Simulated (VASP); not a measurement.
# GaSb (F-43m) in VASP: a series of runs, part 2 of 2

VASP 6.6.1. The steps go on from the part before.

### Step 3. Single point, PBE

This run uses another cell than the first one, of 27.39 Å³/atom, 1.066 times its volume.

Contents of INCAR:

```
SYSTEM = GaSb
PREC = Accurate
ENCUT = 500
EDIFF = 1E-6
ISMEAR = 0
SIGMA = 0.01
LREAL = .FALSE.
LASPH = .TRUE.
NELM = 120
ALGO = Normal
ISIF = 2
LWAVE = .FALSE.
LCHARG = .TRUE.
GGA = PE
LELF = .TRUE.
LVHAR = .TRUE.
NBANDS = 16
GGA_COMPAT = .FALSE.
```

Contents of KPOINTS:

```
Automatic mesh
0
G
  6 6 6
  0 0 0
```

Contents of POSCAR:

```
GaSb
1.0
    0.0000000000      3.0144991585      3.0144991585
    3.0144991585      0.0000000000      3.0144991585
    3.0144991585      3.0144991585      0.0000000000
Ga Sb
1 1
Direct
    0.0000000000      0.0000000000      0.0000000000
    0.2500000000      0.2500000000      0.2500000000
```

Potentials or basis: VASP PAW PBE potentials, release 64 (Ga_d, Sb).

Launch:

```sh
cat potpaw_PBE.64/Ga_d/POTCAR potpaw_PBE.64/Sb/POTCAR > POTCAR
mpirun -np 1 vasp_std > vasp.out
```

OUTCAR:

```text
SYSTEM = GaSb
   PREC = Accurate
   ENCUT = 500
   EDIFF = 1E-6
   ISMEAR = 0
   LREAL = .FALSE.
   LASPH = .TRUE.
   NELM = 120
   ISIF = 2
   GGA = PE

 ion  position               nearest neighbor table
   1  0.000  0.000  0.000-   2 2.61   2 2.61   2 2.61   2 2.61
   2  0.250  0.250  0.250-   1 2.61   1 2.61   1 2.61   1 2.61

  LATTYP: Found a face centered cubic cell.
 ALAT       =     6.0289983170

  Lattice vectors:

 A1 = (   0.0000000000,   3.0144991585,   3.0144991585)
 A2 = (   3.0144991585,   0.0000000000,   3.0144991585)
 A3 = (   3.0144991585,   3.0144991585,   0.0000000000)

Analysis of symmetry for initial positions (statically):
=====================================================================
 Subroutine PRICEL returns:
 Original cell was already a primitive cell.

 Routine SETGRP: Setting up the symmetry group for a
 face centered cubic supercell.

 Subroutine GETGRP returns: Found 24 space group operations
 (whereof 24 operations were pure point group operations)
 out of a pool of 48 trial point group operations.

The static configuration has the point symmetry T_d .

Analysis of symmetry for dynamics (positions and initial velocities):
=====================================================================
 Subroutine PRICEL returns:
 Original cell was already a primitive cell.

 Routine SETGRP: Setting up the symmetry group for a
 face centered cubic supercell.

 Subroutine GETGRP returns: Found 24 space group operations
 (whereof 24 operations were pure point group operations)
 out of a pool of 48 trial point group operations.

The dynamic configuration has the point symmetry T_d .

 Subroutine INISYM returns: Found 24 space group operations
 (whereof 24 operations are pure point group operations),
 and found     1 'primitive' translations

----------------------------------------------------------------------------------------

                                     Primitive cell

  volume of cell :      54.7867

  direct lattice vectors                    reciprocal lattice vectors
     0.000000000  3.014499159  3.014499159    -0.165865032  0.165865032  0.165865032
     3.014499159  0.000000000  3.014499159     0.165865032 -0.165865032  0.165865032
     3.014499159  3.014499159  0.000000000     0.165865032  0.165865032 -0.165865032

  length of vectors
     4.263145594  4.263145594  4.263145594     0.287286663  0.287286663  0.287286663

  position of ions in fractional coordinates (direct lattice)
     0.000000000  0.000000000  0.000000000
     0.250000000  0.250000000  0.250000000

  ion indices of the primitive-cell ions
   primitive index   ion index
                 1           1
                 2           2

----------------------------------------------------------------------------------------

 KPOINTS: Automatic mesh

Automatic generation of k-mesh.
 Grid dimensions read from file:
 generate k-points for:    6    6    6

 Generating k-lattice:

  Cartesian coordinates                     Fractional coordinates (reciprocal lattice)
    -0.027644172  0.027644172  0.027644172     0.166666667  0.000000000  0.000000000
     0.027644172 -0.027644172  0.027644172     0.000000000  0.166666667  0.000000000
     0.027644172  0.027644172 -0.027644172     0.000000000  0.000000000  0.166666667

  Length of vectors
     0.047881110  0.047881110  0.047881110

  Shift w.r.t. Gamma in fractional coordinates (k-lattice)
     0.000000000  0.000000000  0.000000000

 Subroutine IBZKPT returns following result:
 ===========================================

 Found     16 irreducible k-points:

 Following reciprocal coordinates:
            Coordinates               Weight
  0.000000  0.000000  0.000000      1.000000
  0.166667  0.000000  0.000000      8.000000
  0.333333  0.000000  0.000000      8.000000
  0.500000  0.000000  0.000000      4.000000
  0.166667  0.166667  0.000000      6.000000
  0.333333  0.166667  0.000000     24.000000
[... 8 lines left out ...]
 -0.333333  0.333333  0.166667     24.000000
 -0.333333  0.500000  0.166667     12.000000
   k-points           NKPTS =     16   k-points in BZ     NKDIM =     16   number of bands    NBANDS=     16
   number of dos      NEDOS =    301   number of ions     NIONS =      2
   total plane-waves  NPLWV =  32768
   dimension x,y,z NGX =    32 NGY =   32 NGZ =   32
   dimension x,y,z NGXF=    64 NGYF=   64 NGZF=   64
   ions per type =               1   1
   NGX,Y,Z   is equivalent  to a cutoff of  12.48, 12.48, 12.48 a.u.
   NGXF,Y,Z  is equivalent  to a cutoff of  24.96, 24.96, 24.96 a.u.
 SYSTEM =  GaSb
   PREC   = accura    normal or accurate (medium, high low for compatibility)
   ISTART =      0    job   : 0-new  1-cont  2-samecut
   ICHARG =      2    charge: 1-file 2-atom 10-const
   ISPIN  =      1    spin polarized calculation?
   LNONCOLLINEAR =      F non collinear calculations
   LSORBIT =      F    spin-orbit coupling
   LASPH  =      T    aspherical Exc in radial PAW
   ENCUT  =  500.0 eV  36.75 Ry    6.06 a.u.   7.77  7.77  7.77*2*pi/ulx,y,z
   NELM   =    120;   NELMIN=  2; NELMDL= -5     # of ELM steps
   EDIFF  = 0.1E-05   stopping-criterion for ELM
   LREAL  =      F    real-space projection
   EDIFFG = 0.1E-04   stopping-criterion for IOM
   NSW    =      0    number of steps for IOM
   IBRION =     -1    ionic relax: 0-MD 1-quasi-New 2-CG
   NFREE  =      0    steps in history (QN), initial steepest desc. (CG)
   ISIF   =      2    stress and relaxation
   ISYM   =      2    0-nonsym 1-usesym 2-fastsym
   POTIM  = 0.5000    time-step for ionic-motion
   TEBEG  =    0.0;   TEEND  =   0.0 temperature during run
   PSTRESS=    0.0 pullay stress
   NELECT =      18.0000    total number of electrons
   NUPDOWN=      -1.0000    fix difference up-down
   EMIN   =  10.00;   EMAX   =-10.00  energy-range for DOS
   EFERMI =   0.00;   METHOD = LEGACY
   ISMEAR =     0;   SIGMA  =   0.01  broadening in eV -4-tet -1-fermi 0-gaus
   EFERMI_NEDOS =   21; number of points for ismear=-14 and -15
   IALGO  =     38    algorithm
   IMIX   =      4    mixing-type and parameters
     AMIX     =   0.40;   BMIX     =  1.00
     AMIX_MAG =   1.60;   BMIX_MAG =  1.00
  volume/ion in A,a.u.               =      27.39       184.86
  Fermi-wavevector in a.u.,A,eV,Ry     =   1.129641  2.134712 17.362246  1.276089
  Thomas-Fermi vector in A             =   2.266335
   LORBIT       =      0    0 simple, 1 ext, 2 COOP (PROOUT), +10 PAW based schemes
   GGA     = PE    functional components
   LHFCALC =     F    Hartree Fock is set to
   AEXX    =    0.0000 exact exchange contribution
   IVDW    =     0    specifies the selected vdW correction
   LEPSILON=     F    determine dielectric tensor
   LRPA    =     F    only Hartree local field effects (RPA)
 non-spin polarized calculation
 Gauss-broadening in eV      SIGMA  =   0.01
  energy-cutoff  :      500.00
  volume of cell :       54.79
 maximum number of plane-waves:      1411
   NGX = 15   NGY = 15   NGZ = 15

 number of electron      17.9999995 magnetization

 Free energy of the ion-electron system (eV)
  ---------------------------------------------------
  ext. energy  EPLUGINS =         0.00000000
  ---------------------------------------------------
  free energy    TOTEN  =        -7.26457132 eV

  energy without entropy =       -7.26457132  energy(sigma->0) =       -7.26457132

 E-fermi :   5.3989     XC(G=0):  -9.2776

 val. band max:        5.3390340786   @ k =   0.0000   0.0000   0.0000
 cond. band min:       5.6923284353   @ k =   0.0000   0.0000   0.0000
 fundamental gap:      0.3532943567
 Fermi energy:         5.3988685189

 k-point     1 :       0.0000    0.0000    0.0000
  band No.  band energies     occupation
      1      -9.7994      2.00000
      2      -9.7994      2.00000
      3      -9.7994      2.00000
      4      -9.7427      2.00000
      5      -9.7427      2.00000
      6      -6.4528      2.00000
[... 8 lines left out ...]
     15      14.0105      0.00000
     16      14.0105      0.00000
[... 267 lines left out ...]
 k-point    16 :      -0.3333    0.5000    0.1667
  band No.  band energies     occupation
      1      -9.8465      2.00000
      2      -9.7772      2.00000
      3      -9.7723      2.00000
      4      -9.7522      2.00000
      5      -9.7410      2.00000
      6      -3.7740      2.00000
[... 8 lines left out ...]
     15      15.6057      0.00000
     16      16.9262      0.00000

------------------------ aborting loop because EDIFF is reached ----------------------------------------

  FORCE on cell =-STRESS in cart. coord.  units (eV):
  Direction    XX          YY          ZZ          XY          YZ          ZX
  --------------------------------------------------------------------------------------
  -------------------------------------------------------------------------------------
  Total        1.7368162      1.7368162      1.7368162      0.0000000      0.0000000     -0.0000000
  in kB       50.7912552     50.7912552     50.7912552      0.0000000      0.0000000     -0.0000000
  external PRESSURE =      50.7912552 kB  Pullay stress =       0.0000000 kB

 VOLUME and BASIS-vectors are now :
 -----------------------------------------------------------------------------
  energy-cutoff  :      500.00
  volume of cell :       54.79
      direct lattice vectors                 reciprocal lattice vectors
     0.000000000  3.014499159  3.014499159    -0.165865032  0.165865032  0.165865032
     3.014499159  0.000000000  3.014499159     0.165865032 -0.165865032  0.165865032
     3.014499159  3.014499159  0.000000000     0.165865032  0.165865032 -0.165865032

 POSITION                                       TOTAL-FORCE (eV/Angst)
 -----------------------------------------------------------------------------------
      0.00000      0.00000      0.00000        -0.000000      0.000000      0.000000
      1.50725      1.50725      1.50725         0.000000     -0.000000     -0.000000
 -----------------------------------------------------------------------------------
    total drift:                                0.000001      0.000001      0.000001

  FREE ENERGIE OF THE ION-ELECTRON SYSTEM (eV)
  ---------------------------------------------------
  free  energy   TOTEN  =        -7.2645713239 eV

  energy  without entropy=       -7.2645713239  energy(sigma->0) =       -7.26457132
```

stdout:

```text
POSCAR found type information on POSCAR GaSb
 POSCAR found :  2 types and       2 ions
 scaLAPACK will be used
 LDA part: xc-table for (Slater+PW92), standard interpolation
 POSCAR, INCAR and KPOINTS ok, starting setup
 FFT: planning ... GRIDC
 FFT: planning ... GRID_SOFT
 FFT: planning ... GRID
 WAVECAR not read
 entering main loop
```

Wall time 35 s (1 thread of Intel Xeon 8259CL, shared host); peak memory 0.18 GiB.

What came out:

| Property | Result |
| --- | --- |
| Free energy | -7.2646 eV |
| Pressure | 5.1 GPa |
| Band gap on the k mesh | 0.35 eV, direct |

Caveat: spin-orbit coupling is left out, which moves the levels of the heavy elements.

### Step 4. Relaxation of cell and atoms, PBE, target pressure 5 GPa, at which the enthalpy is minimised

This run uses another cell than the first one, of 28.62 Å³/atom, 1.114 times its volume.

Contents of INCAR:

```
SYSTEM = GaSb
PREC = Accurate
ENCUT = 500
EDIFF = 1E-7
ISMEAR = 0
SIGMA = 0.01
LREAL = .False.
LASPH = .True.
NELM = 120
ALGO = Normal
ISIF = 3
LWAVE = .False.
LCHARG = .False.
GGA = PE
IBRION = 2
NSW = 50
EDIFFG = -0.01
PSTRESS = 50.0
GGA_COMPAT = .False.
NELMIN = 4
```

Contents of KPOINTS:

```
Automatic mesh
0
Gamma
  6 6 6
  0 0 0
```

Contents of POSCAR:

```
GaSb
1.0
    0.0000000000      3.0590000000      3.0590000000
    3.0590000000      0.0000000000      3.0590000000
    3.0590000000      3.0590000000      0.0000000000
Ga Sb
1 1
Direct
    0.0000000000      0.0000000000      0.0000000000
    0.2500000000      0.2500000000      0.2500000000
```

Launch:

```sh
cat potpaw_PBE.64/Ga_d/POTCAR potpaw_PBE.64/Sb/POTCAR > POTCAR
mpirun -np 1 vasp_std > vasp.out
```

It took 60 s on 1 thread of Intel Xeon 8259CL, shared host; peak memory 0.19 GiB.

It converged, with:

| Quantity | Value |
| --- | --- |
| Free energy | -7.2669 eV |
| Relaxed volume | 27.43 Å³/atom |
| Relaxed cell | a = 4.265 Å, b = 4.265 Å, c = 4.265 Å, α = 60.00°, β = 60.00°, γ = 60.00° |
| Space group after relaxing (to 0.05 Å) | F-43m (No. 216) |
| Energy change on relaxing (the enthalpy is what falls) | +27.0 meV/atom |
| Ionic steps | 3 |
| Pressure after relaxing | 5.0 GPa |
| Band gap on the k mesh | 0.34 eV, direct |

Step by step:
| step | energy change (eV) | largest force (eV/Å) | pressure (GPa) | volume (Å³) |
| --- | --- | --- | --- | --- |
| 1 | 0.0000 | 0.0000 | 2.35 | 57.25 |
| 2 | 0.1074 | 0.0000 | 6.92 | 53.42 |
| 3 | 0.0541 | 0.0000 | 5.01 | 54.86 |

Final structure:
```
Ga Sb
1.0
     0.00000    3.01580    3.01580
     3.01580    0.00000    3.01580
     3.01580    3.01580    0.00000
Ga Sb
1 1
Direct
  0.00000 0.00000 0.00000
  0.25000 0.25000 0.25000
```

Levels at points of the mesh, in eV from the valence-band top:
```tsv
k point	band 6	band 7	band 8	band 9	band 10	band 11	band 12	band 13
(0.00, 0.00, 0.00)	-11.78	0.00	0.00	0.00	0.34	2.76	2.76	2.76
(0.50, 0.00, 0.00)	-10.04	-6.59	-1.23	-1.23	0.49	3.74	3.74	6.43
(0.50, 0.50, 0.00)	-9.15	-7.02	-2.73	-2.73	0.85	1.17	8.96	8.96
```

Caveat: the cell is relaxed towards a set pressure, so the enthalpy falls and the energy may rise; spin-orbit coupling is left out, which moves the levels of the heavy elements. A k mesh can miss the band edges.

### Step 5. Relaxation of cell and atoms, PBE, target pressure 10 GPa, at which the enthalpy is minimised

This run uses another cell than the first one, of 28.62 Å³/atom, 1.114 times its volume.

Changes to INCAR since step 4:

```diff
@@ -17,3 +17,3 @@
 EDIFFG = -0.01
-PSTRESS = 50.0
+PSTRESS = 100.0
 GGA_COMPAT = .False.
```

KPOINTS is that of step 4.

POSCAR is that of step 4.

Potentials or basis: VASP PAW PBE potentials, release 64 (Ga_d, Sb).

Launch:

```sh
cat potpaw_PBE.64/Ga_d/POTCAR potpaw_PBE.64/Sb/POTCAR > POTCAR
mpirun -np 1 vasp_std > vasp.out
```

OUTCAR:

```text
SYSTEM = GaSb
   PREC = Accurate
   ENCUT = 500
   EDIFF = 1E-7
   ISMEAR = 0
   LREAL = .False.
   LASPH = .True.
   NELM = 120
   ISIF = 3
   GGA = PE
   IBRION = 2
   NSW = 50
   EDIFFG = -0.01
   PSTRESS = 100.0
   NELMIN = 4

 ion  position               nearest neighbor table
   1  0.000  0.000  0.000-   2 2.65   2 2.65   2 2.65   2 2.65
   2  0.250  0.250  0.250-   1 2.65   1 2.65   1 2.65   1 2.65

  LATTYP: Found a face centered cubic cell.
 ALAT       =     6.1180000000

  Lattice vectors:

 A1 = (   0.0000000000,   3.0590000000,   3.0590000000)
 A2 = (   3.0590000000,   0.0000000000,   3.0590000000)
 A3 = (   3.0590000000,   3.0590000000,   0.0000000000)

Analysis of symmetry for initial positions (statically):
=====================================================================
 Subroutine PRICEL returns:
 Original cell was already a primitive cell.

[... 212 lines left out ...]
      3      -8.3712      2.00000
      4      -8.2809      2.00000
      5      -8.2809      2.00000
      6      -5.8747      2.00000
      7       7.2354      2.00000
      8       7.2354      2.00000
      9       7.2354      2.00000
     10       8.8382      0.00000
     11       9.8948      0.00000
     12       9.8948      0.00000
     13       9.8948      0.00000
[... 313 lines left out ...]
--------------------------------------- Ionic step        4  -------------------------------------------

 number of electron      18.0000009 magnetization

 Free energy of the ion-electron system (eV)
  ---------------------------------------------------
  ext. energy  EPLUGINS =         0.00000000
  ---------------------------------------------------
  free energy    TOTEN  =        -7.10903095 eV

  energy without entropy =       -7.10903095  energy(sigma->0) =       -7.10903095

 E-fermi :   6.1575     XC(G=0):  -9.5612

 val. band max:        6.0440870616   @ k =   0.0000   0.0000   0.0000
 cond. band min:       6.6816833753   @ k =   0.5000   0.0000   0.0000
 fundamental gap:      0.6375963137
 Fermi energy:         6.1574679152

 k-point     1 :       0.0000    0.0000    0.0000
  band No.  band energies     occupation
      1      -9.2514      2.00000
      2      -9.2514      2.00000
      3      -9.2514      2.00000
      4      -9.1830      2.00000
      5      -9.1830      2.00000
      6      -6.2343      2.00000
      7       6.0441      2.00000
      8       6.0441      2.00000
      9       6.0441      2.00000
     10       6.8751      0.00000
     11       8.7705      0.00000
     12       8.7705      0.00000
     13       8.7705      0.00000
[... 271 lines left out ...]
  energy  without entropy=       -7.1090309498  energy(sigma->0) =       -7.10903095

  enthalpy is  TOTEN    =        -3.8989842120 eV   P V=        3.2100467378

 reached required accuracy - stopping structural energy minimisation
```

OSZICAR:

```text
N       E                     dE             d eps       ncg     rms          rms(c)
DAV:   1     0.754960142786E+02    0.75496E+02   -0.87241E+03   424   0.168E+03
DAV:   2    -0.196794050723E+01   -0.77464E+02   -0.74726E+02   459   0.297E+02
DAV:   3    -0.728957957288E+01   -0.53216E+01   -0.53045E+01   531   0.703E+01
[... 41 lines left out ...]
DAV:   2    -0.710917899274E+01    0.55235E-03   -0.10826E-03   531   0.736E-01    0.700E-02
DAV:   3    -0.710904548252E+01    0.13351E-03   -0.15268E-04   541   0.237E-01    0.162E-02
DAV:   4    -0.710903153407E+01    0.13948E-04   -0.17846E-05   504   0.657E-02    0.496E-03
DAV:   5    -0.710903094894E+01    0.58513E-06   -0.99278E-07   545   0.133E-02    0.145E-03
DAV:   6    -0.710903094976E+01   -0.81945E-09   -0.15009E-07   238   0.777E-03
   4 F= -.38989842E+01 E0= -.38989842E+01  d E =-.151241E+00
```

CONTCAR:

```text
GaSb
   1.00000000000000
    -0.0000000000000000    2.9516440345917809    2.9516440345917809
     2.9516440345917809    0.0000000000000000    2.9516440345917809
     2.9516440345917809    2.9516440345917809   -0.0000000000000000
  Ga              Sb
     1     1
Direct
     0.0000000000000000    1.0000000000000000    0.0000000000000000
     0.2500000000000000    0.2500000000000000    0.2500000000000000

  0.00000000E+00  0.00000000E+00  0.00000000E+00
  0.00000000E+00  0.00000000E+00  0.00000000E+00
```

It took 80 s on 1 thread of Intel Xeon 8259CL, shared host; peak memory 0.19 GiB.

Results:

```
Free energy                                            : -7.1090 eV
Relaxed volume                                         : 25.72 Å³/atom
Relaxed cell                                           : a = 4.174 Å, b = 4.174 Å, c = 4.174 Å, α = 60.00°, β = 60.00°, γ = 60.00°
Space group after relaxing (to 0.05 Å)                 : F-43m (No. 216)
Energy change on relaxing (the enthalpy is what falls) : +106.0 meV/atom
Ionic steps                                            : 4
Pressure after relaxing                                : 10.1 GPa
Band gap on the k mesh                                 : 0.64 eV, indirect (least direct gap 0.83 eV)
```

The path:
```
step  energy change (eV)  largest force (eV/Å)  pressure (GPa)  volume (Å³)
   1              0.0000                0.0000            2.35        57.25
   2              0.6558                0.0000           20.59        46.66
   3              0.2051                0.0000            9.86        51.54
   4              0.2119                0.0000           10.06        51.43
```

Final structure:
```cif
data_structure
_symmetry_space_group_name_H-M 'P 1'
_symmetry_Int_Tables_number 1
_cell_length_a 4.1743
_cell_length_b 4.1743
_cell_length_c 4.1743
_cell_angle_alpha 60.000
_cell_angle_beta 60.000
_cell_angle_gamma 60.000
_cell_volume 51.43
loop_
_atom_site_label
_atom_site_type_symbol
_atom_site_fract_x
_atom_site_fract_y
_atom_site_fract_z
_atom_site_occupancy
Ga1 Ga 0.00000 0.00000 0.00000 1
Sb1 Sb 0.25000 0.25000 0.25000 1
```

Caveat: the cell is relaxed towards a set pressure, so the enthalpy falls and the energy may rise; spin-orbit coupling is left out, which moves the levels of the heavy elements.

### Step 6. Overview

```tsv
task	cell	gap on the mesh (eV)	pressure (GPa)
single point	a = 4.174 Å, angles 60.0°, 2 atoms	0.64	10.1
single point	a = 4.263 Å, angles 60.0°, 2 atoms	0.35	5.1
relaxation of cell and atoms	relaxed to 5 GPa from a = 4.326 Å, angles 60.0°, 2 atoms	0.34	5.0
relaxation of cell and atoms	relaxed to 10 GPa from a = 4.326 Å, angles 60.0°, 2 atoms	0.64	10.1
```

Alike in all rows: level PBE; potentials or basis VASP PAW PBE potentials, release 64 (Ga_d, Sb); no spin polarisation; k mesh 6 × 6 × 6; cutoff (eV) 500; smearing gaussian 0.01 eV.

Caveats: spin-orbit coupling is left out, which moves the levels of the heavy elements; the cell is relaxed towards a set pressure, so the enthalpy falls and the energy may rise (some runs).

Absolute energies hang on the potentials; compare differences alone.
